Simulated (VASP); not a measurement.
Write the native input for VASP 6.6.1 that does the following.

- Task: single point
- Functional: PBE
- Potentials or basis: VASP PAW PBE potentials, release 64 (Al, P)
- Cutoff: 500 eV
- k mesh: 6 × 6 × 6
- Occupations: gaussian, width 0.01 eV
- Spin: no spin polarisation
- Dipole correction: no
- Further INCAR settings: ALGO = Normal; EDIFF = 1e-06; NBANDS = 11

The structure of AlP lies in POSCAR:

```
AlP
1.0
    0.0000000000      2.6928236721      2.6928236721
    2.6928236721      0.0000000000      2.6928236721
    2.6928236721      2.6928236721      0.0000000000
Al P
1 1
Direct
    0.0000000000      0.0000000000      0.0000000000
    0.2500000000      0.2500000000      0.2500000000
```

This cell differs from its parent crystal: volume changed by -5%.

The input as run:

INCAR

```
ALGO = Normal
EDIFF = 1E-6
ENCUT = 500
GGA = PE
GGA_COMPAT = False
ISIF = 2
ISMEAR = 0
LASPH = True
LCHARG = True
LELF = True
LREAL = False
LVHAR = True
LWAVE = False
NBANDS = 11
NELM = 120
PREC = Accurate
SIGMA = 0.01
```

KPOINTS

```
k-points
0
Gamma
  6 6 6
```

Potentials or basis: VASP PAW PBE potentials, release 64 (Al, P).

Launch:

```bash
$ cat potpaw_PBE.64/Al/POTCAR potpaw_PBE.64/P/POTCAR > POTCAR
$ mpirun -np 1 vasp_std > vasp.out
```

It gave:

```yaml
Pressure: 6.3 GPa
Band_gap_on_the_k_mesh: 1.49 eV, indirect (least direct gap 3.66 eV)
```

It used 9.8 s of CPU time on 1 thread of AMD EPYC 7R13 Processor (Zen 3) (shared host).
